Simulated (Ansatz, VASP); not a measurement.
Two plane-wave programs on Al2Pt

```xyz
9
Lattice="4.2047 0.0000 0.0000 -2.1024 3.6414 0.0000 0.0000 0.0000 23.5829" Properties=species:S:1:pos:R:3 pbc="T T T"
Al    0.0000    0.0000    7.5000
Al    0.0000    2.4276    9.2166
Al    2.1024    1.2138   10.9332
Al    0.0000    0.0000   12.6497
Al    0.0000    2.4276   14.3663
Al    2.1024    1.2138   16.0829
Pt    2.1024    1.2138    8.3583
Pt    0.0000    2.4276   11.7915
Pt    0.0000    0.0000   15.2246
```

Alike in both runs: task single point; functional LDA; k mesh 9 × 9 × 1; occupations gaussian, width 0.1 eV; no spin polarisation.

```csv
,VASP,Ansatz
version,VASP 6.6.1,Ansatz 0.2.0
potentials or method,"VASP PAW LDA potentials, release 64 (Al, Pt), cutoff 520 eV","scalar-relativistic, plane waves, PAW"
valence electrons in the cell,48,72
```

```tsv
	VASP	Ansatz	Ansatz less VASP
gap on the k mesh at the Fermi level (eV)	none	none	-
rms of the force components (eV/Å)	0.282	0.286	+0.0040
```

LDA's correlation is that of Perdew and Zunger in VASP and of Perdew and Wang (1992) in Ansatz. A gap of «none» marks a metal or a gap that the smearing closes. VASP's potentials hold 48 valence electrons a cell and Ansatz's 72, so a difference there can come from the potentials and not from the codes. Ansatz's warnings: xc potential rough in thin density.

Neither program's run includes spin-orbit coupling.
